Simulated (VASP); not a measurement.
Runs of VASP 6.6.1 on Os. The structure is that of space group P6_3/mmc (No. 194), or close to it. The cells are those of the table. 

```tsv
task	potentials or basis	cell	k mesh	cutoff (eV)	smearing	second run	gap on the mesh (eV)	pressure (GPa)
single point	VASP PAW PBE potentials, release 64 (Os)	a = 2.738, b = 2.738, c = 4.320 Å, angles 90.0, 90.0, 120.0°, 2 atoms	18 × 18 × 10	520	fermi-dirac 0.15 eV	-	none	1.0
relaxation of shape and atoms at fixed volume	VASP PAW PBE potentials, release 64 (Os)	relaxed from a = 2.763, b = 2.763, c = 4.365 Å, angles 90.0, 90.0, 120.0°, 2 atoms	18 × 18 × 10	600	gaussian 0.1 eV	-	none	-11.0
single point	VASP PAW PBE potentials, release 64 (Os)	a = 2.734, b = 2.734, c = 4.320 Å, angles 90.0, 90.0, 120.0°, 2 atoms	9 × 9 × 4	520	gaussian 0.1 eV	-	none	(a)
single point	VASP PAW PBE potentials, release 64 (Os)	a = 2.736, b = 2.736, c = 4.322 Å, angles 90.0, 90.0, 120.0°, 2 atoms	18 × 18 × 10	520	gaussian 0.1 eV	-	none	1.0
single point	VASP PAW PBE potentials, release 64 (Os_sv_GW)	a = 2.734, b = 2.734, c = 4.320 Å, angles 90.0, 90.0, 120.0°, 2 atoms	9 × 9 × 4	550	gaussian 0.1 eV	valence_matched	none	-1.0
```

Alike in all rows: level r2SCAN; no spin polarisation.

Estimate the missing entries.

(a) 1.9.

Caveats: some runs use coarse meshes; the PAW data sets were made with another functional, which shifts forces and pressure a little; spin-orbit coupling is left out, which moves the levels of the heavy elements.

A k mesh can miss the band edges, and the runs leave out spin-orbit coupling on Os.

A gap of «none» marks levels without a gap at the run's occupations.

The runs don't all hold the same shells in valence.
